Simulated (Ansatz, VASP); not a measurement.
# One calculation of Rb, two programs

```
Rb
1.0
    -2.86772    2.86772    2.86772
     2.86772   -2.86772    2.86772
     2.86772    2.86772   -2.86772
Rb
1
Direct
  0.00000 0.00000 0.00000
```

Alike in both runs: task single point; functional r2SCAN; k mesh 8 × 8 × 8; occupations methfessel-paxton of order 1, width 0.3 eV; no spin polarisation.

|  | VASP | Ansatz |
| --- | --- | --- |
| version | VASP 6.6.1 | Ansatz 0.2.0 |
| potentials or method | VASP PAW PBE potentials, release 64 (Rb_sv), cutoff 520 eV | plane waves (500 eV) with PAW, scalar-relativistic |
| valence electrons in the cell | 9 | 9 |

|  | VASP | Ansatz | Ansatz less VASP |
| --- | --- | --- | --- |
| pressure (GPa) | 0.0 | 0.0 | -0.01 |

VASP's potentials were made for PBE, not for r2SCAN. The functional is the same, so the differences come from potentials, cutoffs and numerics.
